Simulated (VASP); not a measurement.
Input of a VASP 6.6.1 run:

File INCAR:

```
PREC = Accurate ; ENCUT = 520
EDIFF = 1E-6 ; ISMEAR = -1
SIGMA = 0.3 ; LREAL = False
LASPH = True ; NELM = 60
ALGO = Normal ; ISIF = 2
LWAVE = False ; LCHARG = False
NBANDS = 12
```

Contents of KPOINTS:

```
regular mesh
0
Gamma
  5 5 5
```

POSCAR

```
Cu
1.0
    0.0000000000      1.8075000000      1.8075000000
    1.8075000000      0.0000000000      1.8075000000
    1.8075000000      1.8075000000      0.0000000000
Cu
1
Direct
    0.0000000000      0.0000000000      0.0000000000
```

Potentials or basis: VASP PAW LDA potentials, release 64 (Cu).

Command:

```sh
$ cat potpaw_LDA.64/Cu/POTCAR > POTCAR
$ mpirun -np 1 vasp_std > vasp.out
```

(1) Predict the pressure.

Results:

(1) -12.5 GPa.

Caveat: the k points lie up to 0.60 Å⁻¹ apart.
